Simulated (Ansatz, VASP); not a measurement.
## Al16Co16Si in VASP and in Ansatz

The input INCAR:

```
SYSTEM = Al16Co16Si
PREC     = Accurate       ! precision mode
ENCUT    = 520            ! plane-wave cutoff, eV
EDIFF    = 1E-6           ! SCF threshold, eV
ISMEAR   = 1              ! smearing method
SIGMA    = 0.1            ! smearing width, eV
LREAL    = Auto         
LASPH    = .TRUE.         ! aspherical terms in the spheres
NELM     = 120            ! most SCF steps
ALGO     = Normal         ! electronic algorithm
ISIF     = 2              ! what is computed and relaxed
LWAVE    = .FALSE.        ! write WAVECAR
LCHARG   = .FALSE.        ! write CHGCAR
GGA      = PE             ! functional
NBANDS   = 120            ! bands
GGA_COMPAT= .FALSE.
```

Contents of KPOINTS:

```
regular mesh
0
G
  2 2 2
  0 0 0
```

File POSCAR:

```
Al16Co16Si
1.0
    0.0000000000      5.7030923000      5.7030923000
    5.7030923000      0.0000000000      5.7030923000
    5.7030923000      5.7030923000      0.0000000000
Al Co Si
16 16 1
Direct
   -0.0057908900     -0.0016304400      0.0055874700
    0.2627944500      0.2300984800      0.2735562400
   -0.0083415200      0.0032651500      0.5026195800
    0.2292256600      0.2301145900      0.7705706400
    0.0034985500      0.4983708900     -0.0036980700
    0.2450238900      0.7509602200      0.2495953900
   -0.0083603900      0.4990063100      0.5026193300
    0.2292108000      0.7666657700      0.7705872200
    0.4971792700     -0.0065342500      0.0081612300
    0.7612478200      0.2374499200      0.2385532600
    0.4942435900     -0.0016212700      0.5055557400
    0.7501930500      0.2457839700      0.7547795800
    0.4971801700      0.4977436800      0.0081406900
    0.7612368800      0.7592743000      0.2385645400
    0.6116939800      0.4983576800      0.3880713000
    0.7262588400      0.7666548200      0.7369810100
    0.1254499700      0.1216013500      0.1315178900
    0.3759248800      0.3823101400      0.3940056200
    0.1182374800      0.1227704000      0.6327849000
    0.3809391400      0.3442606600      0.9270612900
    0.1254491400      0.6179664500      0.1315266500
    0.3759161600      0.8442939400      0.3940150400
    0.0727687500      0.6524489600      0.6188566900
    0.3670155600      0.8739956300      0.8815577400
    0.6251469200      0.1192632500      0.1328647200
    0.9175472700      0.3549104600      0.3691655000
    0.6057959200      0.1524512100      0.6238671200
    0.8682828900      0.3787683100      0.8743503900
    0.6306548300      0.6418338000      0.0822107900
    0.8669443500      0.8774710700      0.3746498700
    0.6057915400      0.6144236800      0.6238765100
    0.8682743000      0.8751412100      0.8743512200
    0.3479059700      0.4983806000      0.6519237000
```

Input for Ansatz:

```yaml
crystal:
  lattice:
    - [0.0, 5.7030923, 5.7030923]
    - [5.7030923, 0.0, 5.7030923]
    - [5.7030923, 5.7030923, 0.0]
  atoms:
    - { symbol: Al, position: [-0.00579089, -0.00163044, 0.00558747] }
    - { symbol: Al, position: [0.26279445, 0.23009848, 0.27355624] }
    - { symbol: Co, position: [0.12544997, 0.12160135, 0.13151789] }
    - { symbol: Co, position: [0.37592488, 0.38231014, 0.39400562] }
    - { symbol: Al, position: [-0.00834152, 0.00326515, 0.50261958] }
    - { symbol: Al, position: [0.22922566, 0.23011459, 0.77057064] }
    - { symbol: Co, position: [0.11823748, 0.1227704, 0.6327849] }
    - { symbol: Co, position: [0.38093914, 0.34426066, 0.92706129] }
    - { symbol: Al, position: [0.00349855, 0.49837089, -0.00369807] }
    - { symbol: Al, position: [0.24502389, 0.75096022, 0.24959539] }
    - { symbol: Co, position: [0.12544914, 0.61796645, 0.13152665] }
    - { symbol: Co, position: [0.37591616, 0.84429394, 0.39401504] }
    - { symbol: Al, position: [-0.00836039, 0.49900631, 0.50261933] }
    - { symbol: Al, position: [0.2292108, 0.76666577, 0.77058722] }
    - { symbol: Co, position: [0.07276875, 0.65244896, 0.61885669] }
    - { symbol: Co, position: [0.36701556, 0.87399563, 0.88155774] }
    - { symbol: Al, position: [0.49717927, -0.00653425, 0.00816123] }
    - { symbol: Al, position: [0.76124782, 0.23744992, 0.23855326] }
    - { symbol: Co, position: [0.62514692, 0.11926325, 0.13286472] }
    - { symbol: Co, position: [0.91754727, 0.35491046, 0.3691655] }
    - { symbol: Al, position: [0.49424359, -0.00162127, 0.50555574] }
    - { symbol: Al, position: [0.75019305, 0.24578397, 0.75477958] }
    - { symbol: Co, position: [0.60579592, 0.15245121, 0.62386712] }
    - { symbol: Co, position: [0.86828289, 0.37876831, 0.87435039] }
    - { symbol: Al, position: [0.49718017, 0.49774368, 0.00814069] }
    - { symbol: Al, position: [0.76123688, 0.7592743, 0.23856454] }
    - { symbol: Co, position: [0.63065483, 0.6418338, 0.08221079] }
    - { symbol: Co, position: [0.86694435, 0.87747107, 0.37464987] }
    - { symbol: Al, position: [0.61169398, 0.49835768, 0.3880713] }
    - { symbol: Al, position: [0.72625884, 0.76665482, 0.73698101] }
    - { symbol: Co, position: [0.60579154, 0.61442368, 0.62387651] }
    - { symbol: Co, position: [0.8682743, 0.87514121, 0.87435122] }
    - { symbol: Si, position: [0.34790597, 0.4983806, 0.6519237] }
basis:
  ecutwfc: 420
  xc_grid: 2
hamiltonian:
  xc: pbe
  pseudopotentials: { kind: paw, azcp: { folder: soft_1 } }
kpoints:
  mp_grid: { grid: [2, 2, 2] }
scf:
  occupations: { method: methfessel_paxton, width: 0.1 }
  max_iter: 160
output:
  forces: true
  eigenvalues: true
checkpoint:
  write: "../q0.end.mesh.run"
  compress: false
  write_wavefunctions: false
  write_every: 100000
```

Alike in both runs: task single point; functional PBE; k mesh 2 × 2 × 2; occupations methfessel-paxton of order 1, width 0.1 eV; no spin polarisation.

|  | VASP | Ansatz |
| --- | --- | --- |
| version | VASP 6.6.1 | Ansatz 0.2.0 |
| potentials or method | VASP PAW PBE potentials, release 64 (Al, Co, Si), cutoff 520 eV | plane-wave PAW DFT |
| valence electrons in the cell | 196 | 324 |

VASP gave:

| Item | Value |
| --- | --- |
| rms of the force components (eV/Å) | 0.185 |

Question: Estimate Ansatz's values.

Answer: rms of the force components (eV/Å): 0.179.

VASP's potentials hold 196 valence electrons a cell and Ansatz's 324, so a difference there can come from the potentials and not from the codes.

The k mesh is coarse, so the values compare programs but aren't converged.
